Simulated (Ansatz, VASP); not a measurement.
**Ag: VASP beside Ansatz**

INCAR

```
PREC     = Accurate       # precision mode
ENCUT    = 520            # plane-wave cutoff, eV
EDIFF    = 1E-6           # SCF threshold, eV
ISMEAR   = 0              # smearing method
SIGMA    = 0.15           # smearing width, eV
LREAL    = False          # projectors in reciprocal space
LASPH    = True           # aspherical terms in the spheres
NELM     = 100            # most SCF steps
ALGO     = Fast           # electronic algorithm
ISIF     = 2              # what is computed and relaxed
LWAVE    = False          # write WAVECAR
LCHARG   = False          # write CHGCAR
GGA      = PS             # functional
NBANDS   = 18             # bands
```

Contents of KPOINTS:

```
regular mesh
0
Gamma
  10 10 10
```

Contents of POSCAR:

```
Ag
1.0
    0.0000000000     -3.2251146571      0.0000000000
   -3.2251146571      0.0000000000      0.0000000000
    0.0000000000      0.0000000000     -3.2251146571
Ag
2
Direct
    0.4173050382      0.7015473585      0.4735927836
    0.0826949618     -0.2015473585      0.0264072164
```

Input for Ansatz:

```yaml
crystal:
  lattice:
    - [0.0, -3.2251146571, 0.0]
    - [-3.2251146571, 0.0, 0.0]
    - [0.0, 0.0, -3.2251146571]
  atoms:
    - { symbol: Ag, position: [0.4173050382, 0.7015473585, 0.4735927836] }
    - { symbol: Ag, position: [0.0826949618, -0.2015473585, 0.0264072164] }
basis:
  ecutwfc: 420
kpoints:
  mp_grid: { grid: [10, 10, 10] }
hamiltonian:
  xc: pbesol
scf:
  occupations: { method: gaussian, width: 0.15 }
output:
  forces: true
  stress: true
  eigenvalues: true
```

Change from the starting cell: all atoms moved at random, sigma 0.4 Å a component.

Alike in both runs: task single point; functional PBEsol; k mesh 10 × 10 × 10; occupations gaussian, width 0.15 eV; no spin polarisation.

|  | VASP | Ansatz |
| --- | --- | --- |
| version | VASP 6.6.1 | Ansatz 0.2.0 |
| potentials or method | VASP PAW PBE potentials, release 64 (Ag), cutoff 520 eV | scalar-relativistic, plane waves, PAW |
| valence electrons in the cell | 22 | 38 |

|  | VASP | Ansatz | Ansatz less VASP |
| --- | --- | --- | --- |
| gap on the k mesh at the Fermi level (eV) | none | none | - |
| rms of the force components (eV/Å) | 13.862 | 17.332 | +3.4706 |

VASP's potentials were made for PBE, not for PBEsol. Atom by atom the forces differ by 3.594 eV/Å (rms over components). A gap of «none» marks a metal or a gap that the smearing closes. The functional is the same, so the differences come from potentials, cutoffs and numerics. VASP's potentials hold 22 valence electrons a cell and Ansatz's 38, so a difference there can come from the potentials and not from the codes.
